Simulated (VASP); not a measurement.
# Zn (Im-3m) in VASP: notebook

Runs on Zn. Level: PBE. Tasks: single point.

Everything below comes from runs of VASP 6.6.1. Logs are shortened: lines on timing, memory, paths and dates and some standing lists are left out, and cuts for length are marked.

## (1) The cell of the first run

The structure is cubic, space group Im-3m (No. 229). The conventional cell has a = 3.138 Å, b = 3.138 Å, c = 3.138 Å, α = 90.00°, β = 90.00°, γ = 90.00°. Zn (site symmetry m-3m) has 14 Zn at 2.72 to 3.14 Å within 3.6 Å.

## (2) Single point, PBE

The input, INCAR:

```
SYSTEM = Zn
PREC = Accurate
ENCUT = 520
EDIFF = 1E-7
ISMEAR = 0
SIGMA = 0.013000000000000001
LREAL = .FALSE.
LASPH = .TRUE.
NELM = 60
ALGO = Normal
ISIF = 2
LWAVE = .FALSE.
LCHARG = .TRUE.
GGA = PE
LELF = .TRUE.
LVHAR = .TRUE.
NBANDS = 12
```

The input, KPOINTS:

```
regular mesh
0
G
  12 12 12
  0 0 0
```

The input, POSCAR:

```
Zn
1.0
   -1.5690370000      1.5690370000      1.5690370000
    1.5690370000     -1.5690370000      1.5690370000
    1.5690370000      1.5690370000     -1.5690370000
Zn
1
Direct
    0.0000000000      0.0000000000      0.0000000000
```

Potentials or basis: VASP PAW PBE potentials, release 64 (Zn).

Started as:

```sh
$ cat potpaw_PBE.64/Zn/POTCAR > POTCAR
$ mpirun -np 1 vasp_std > vasp.out
```

OUTCAR:

```text
SYSTEM = Zn
   PREC = Accurate
   ENCUT = 520
   EDIFF = 1E-7
   ISMEAR = 0
   LREAL = .FALSE.
   LASPH = .TRUE.
   NELM = 60
   ISIF = 2
   GGA = PE

 ion  position               nearest neighbor table
   1  0.000  0.000  0.000-

  LATTYP: Found a body centered cubic cell.
 ALAT       =     3.1380740000

  Lattice vectors:

 A1 = (  -1.5690370000,   1.5690370000,   1.5690370000)
 A2 = (   1.5690370000,  -1.5690370000,   1.5690370000)
 A3 = (   1.5690370000,   1.5690370000,  -1.5690370000)

Analysis of symmetry for initial positions (statically):
=====================================================================
 Subroutine PRICEL returns:
 Original cell was already a primitive cell.

 Routine SETGRP: Setting up the symmetry group for a
 body centered cubic supercell.

 Subroutine GETGRP returns: Found 48 space group operations
 (whereof 48 operations were pure point group operations)
 out of a pool of 48 trial point group operations.

The static configuration has the point symmetry O_h .

Analysis of symmetry for dynamics (positions and initial velocities):
=====================================================================
 Subroutine PRICEL returns:
 Original cell was already a primitive cell.

 Routine SETGRP: Setting up the symmetry group for a
 body centered cubic supercell.

 Subroutine GETGRP returns: Found 48 space group operations
 (whereof 48 operations were pure point group operations)
 out of a pool of 48 trial point group operations.

The dynamic configuration has the point symmetry O_h .

 Subroutine INISYM returns: Found 48 space group operations
 (whereof 48 operations are pure point group operations),
 and found     1 'primitive' translations

----------------------------------------------------------------------------------------

                                     Primitive cell

  volume of cell :      15.4511

  direct lattice vectors                    reciprocal lattice vectors
    -1.569037000  1.569037000  1.569037000     0.000000000  0.318666800  0.318666800
     1.569037000 -1.569037000  1.569037000     0.318666800  0.000000000  0.318666800
     1.569037000  1.569037000 -1.569037000     0.318666800  0.318666800  0.000000000

  length of vectors
     2.717651803  2.717651803  2.717651803     0.450662911  0.450662911  0.450662911

  position of ions in fractional coordinates (direct lattice)
     0.000000000  0.000000000  0.000000000

  ion indices of the primitive-cell ions
   primitive index   ion index
                 1           1

----------------------------------------------------------------------------------------

 KPOINTS: regular mesh

Automatic generation of k-mesh.
 Grid dimensions read from file:
 generate k-points for:   12   12   12

 Generating k-lattice:

  Cartesian coordinates                     Fractional coordinates (reciprocal lattice)
     0.000000000  0.026555567  0.026555567     0.083333333  0.000000000  0.000000000
     0.026555567  0.000000000  0.026555567     0.000000000  0.083333333  0.000000000
     0.026555567  0.026555567  0.000000000     0.000000000  0.000000000  0.083333333

  Length of vectors
     0.037555243  0.037555243  0.037555243

  Shift w.r.t. Gamma in fractional coordinates (k-lattice)
     0.000000000  0.000000000  0.000000000

 Subroutine IBZKPT returns following result:
 ===========================================

 Found     72 irreducible k-points:

 Following reciprocal coordinates:
            Coordinates               Weight
  0.000000  0.000000  0.000000      1.000000
  0.083333  0.000000  0.000000     12.000000
  0.166667  0.000000  0.000000     12.000000
  0.250000  0.000000  0.000000     12.000000
  0.333333  0.000000  0.000000     12.000000
  0.416667  0.000000  0.000000     12.000000
[... 16 lines left out ...]
  0.333333  0.083333  0.083333     24.000000
  0.416667  0.083333  0.083333     12.000000
 [... further k-points ...]
   k-points           NKPTS =     72   k-points in BZ     NKDIM =     72   number of bands    NBANDS=     12
   number of dos      NEDOS =    301   number of ions     NIONS =      1
   total plane-waves  NPLWV =   8000
   dimension x,y,z NGX =    20 NGY =   20 NGZ =   20
   dimension x,y,z NGXF=    40 NGYF=   40 NGZF=   40
   ions per type =               1
   NGX,Y,Z   is equivalent  to a cutoff of  12.23, 12.23, 12.23 a.u.
   NGXF,Y,Z  is equivalent  to a cutoff of  24.47, 24.47, 24.47 a.u.
 SYSTEM =  Zn
   PREC   = accura    normal or accurate (medium, high low for compatibility)
   ISTART =      0    job   : 0-new  1-cont  2-samecut
   ICHARG =      2    charge: 1-file 2-atom 10-const
   ISPIN  =      1    spin polarized calculation?
   LNONCOLLINEAR =      F non collinear calculations
   LSORBIT =      F    spin-orbit coupling
   LASPH  =      T    aspherical Exc in radial PAW
   ENCUT  =  520.0 eV  38.22 Ry    6.18 a.u.   5.05  5.05  5.05*2*pi/ulx,y,z
   NELM   =     60;   NELMIN=  2; NELMDL= -5     # of ELM steps
   EDIFF  = 0.1E-06   stopping-criterion for ELM
   LREAL  =      F    real-space projection
   EDIFFG = 0.1E-05   stopping-criterion for IOM
   NSW    =      0    number of steps for IOM
   IBRION =     -1    ionic relax: 0-MD 1-quasi-New 2-CG
   NFREE  =      0    steps in history (QN), initial steepest desc. (CG)
   ISIF   =      2    stress and relaxation
   ISYM   =      2    0-nonsym 1-usesym 2-fastsym
   POTIM  = 0.5000    time-step for ionic-motion
   TEBEG  =    0.0;   TEEND  =   0.0 temperature during run
   PSTRESS=    0.0 pullay stress
   NELECT =      12.0000    total number of electrons
   NUPDOWN=      -1.0000    fix difference up-down
   EMIN   =  10.00;   EMAX   =-10.00  energy-range for DOS
   EFERMI =   0.00;   METHOD = LEGACY
   ISMEAR =     0;   SIGMA  =   0.01  broadening in eV -4-tet -1-fermi 0-gaus
   EFERMI_NEDOS =   21; number of points for ismear=-14 and -15
   IALGO  =     38    algorithm
   IMIX   =      4    mixing-type and parameters
     AMIX     =   0.40;   BMIX     =  1.00
     AMIX_MAG =   1.60;   BMIX_MAG =  1.00
  volume/ion in A,a.u.               =      15.45       104.27
  Fermi-wavevector in a.u.,A,eV,Ry     =   1.504811  2.843681 30.809811  2.264457
  Thomas-Fermi vector in A             =   2.615742
   LORBIT       =      0    0 simple, 1 ext, 2 COOP (PROOUT), +10 PAW based schemes
   GGA     = PE    functional components
   LHFCALC =     F    Hartree Fock is set to
   AEXX    =    0.0000 exact exchange contribution
   IVDW    =     0    specifies the selected vdW correction
   LEPSILON=     F    determine dielectric tensor
   LRPA    =     F    only Hartree local field effects (RPA)
 non-spin polarized calculation
 Gauss-broadening in eV      SIGMA  =   0.01
  energy-cutoff  :      520.00
  volume of cell :       15.45
 maximum number of plane-waves:       430
   NGX = 11   NGY = 11   NGZ = 11

 number of electron      12.0000023 magnetization

 Free energy of the ion-electron system (eV)
  ---------------------------------------------------
  ext. energy  EPLUGINS =         0.00000000
  ---------------------------------------------------
  free energy    TOTEN  =        -1.01617786 eV

  energy without entropy =       -1.01598790  energy(sigma->0) =       -1.01608288

 E-fermi :   3.0293     XC(G=0): -11.4832

 val. band max:        3.0258999924   @ k =   0.4167   0.0833   0.0000
 cond. band min:       3.1250288806   @ k =   0.3333   0.2500   0.0833
 fundamental gap:      0.0991288881
 Fermi energy:         3.0293388228

 k-point     1 :       0.0000    0.0000    0.0000
  band No.  band energies     occupation
      1      -7.2484      2.00000
      2      -4.6676      2.00000
      3      -4.6676      2.00000
      4      -4.6676      2.00000
      5      -4.1710      2.00000
      6      -4.1710      2.00000
      7      22.0504      0.00000
      8      22.0504      0.00000
      9      22.0504      0.00000
     10      23.8004      0.00000
     11      23.8004      0.00000
     12      23.8004      0.00000

 k-point     2 :       0.0833    0.0000    0.0000
  band No.  band energies     occupation
      1      -7.0300      2.00000
      2      -4.6878      2.00000
      3      -4.6625      2.00000
      4      -4.6167      2.00000
      5      -4.1896      2.00000
      6      -4.1698      2.00000
      7      19.2968      0.00000
      8      20.6441      0.00000
      9      21.1258      0.00000
     10      22.4592      0.00000
     11      22.4612      0.00000
     12      23.5539      0.00000

 k-point     3 :       0.1667    0.0000    0.0000
  band No.  band energies     occupation
      1      -6.4031      2.00000
      2      -4.7428      2.00000
      3      -4.6336      2.00000
      4      -4.4747      2.00000
      5      -4.2252      2.00000
      6      -4.1657      2.00000
      7      15.1019      0.00000
      8      18.6154      0.00000
      9      19.3877      0.00000
     10      20.9544      0.00000
     11      21.5046      0.00000
     12      24.1549      0.00000
[... 286 lines left out ...]
 k-point    23 :       0.3333    0.0833    0.0833
  band No.  band energies     occupation
      1      -5.1495      2.00000
      2      -4.9445      2.00000
      3      -4.1898      2.00000
      4      -4.1473      2.00000
      5      -4.1411      2.00000
      6      -0.7373      2.00000
      7       4.6715      0.00000
      8      11.8488      0.00000
      9      12.5223      0.00000
     10      22.7177      0.00000
     11      23.4467      0.00000
     12      29.5163      0.00000

 k-point    24 :       0.4167    0.0833    0.0833
  band No.  band energies     occupation
      1      -5.1752      2.00000
      2      -4.9616      2.00000
      3      -4.1808      2.00000
      4      -4.1373      2.00000
      5      -4.0704      2.00000
      6       1.1247      2.00000
      7       2.3729      2.00000
      8      11.6001      0.00000
      9      12.3104      0.00000
     10      22.5300      0.00000
     11      23.3174      0.00000
     12      31.2151      0.00000

 [... further k-points ...]
[... 5 lines left out ...]
  --------------------------------------------------------------------------------------
  -------------------------------------------------------------------------------------
  Total        0.0056466      0.0056466      0.0056466      0.0000000      0.0000000     -0.0000000
  in kB        0.5855163      0.5855163      0.5855163      0.0000000      0.0000000     -0.0000000
  external PRESSURE =       0.5855163 kB  Pullay stress =       0.0000000 kB

 VOLUME and BASIS-vectors are now :
 -----------------------------------------------------------------------------
  energy-cutoff  :      520.00
  volume of cell :       15.45
      direct lattice vectors                 reciprocal lattice vectors
    -1.569037000  1.569037000  1.569037000     0.000000000  0.318666800  0.318666800
     1.569037000 -1.569037000  1.569037000     0.318666800  0.000000000  0.318666800
     1.569037000  1.569037000 -1.569037000     0.318666800  0.318666800  0.000000000

 POSITION                                       TOTAL-FORCE (eV/Angst)
 -----------------------------------------------------------------------------------
      0.00000      0.00000      0.00000         0.000000     -0.000000      0.000000
 -----------------------------------------------------------------------------------
    total drift:                                0.000000      0.000000      0.000000

  FREE ENERGIE OF THE ION-ELECTRON SYSTEM (eV)
  ---------------------------------------------------
  free  energy   TOTEN  =        -1.0161778620 eV

  energy  without entropy=       -1.0159878956  energy(sigma->0) =       -1.01608288
```

Wall time 4.9 s (1 thread of Intel Xeon 6975P-C (Granite Rapids), shared host); peak memory 0.12 GiB.

What came out:

* Free energy: -1.0162 eV
* Pressure: 0.1 GPa
* Band gap on the k mesh: zero (band 6 reaches 7.27 eV, above the bottom of band 7 at 2.09 eV)

(Continued in part 2 of 2.)
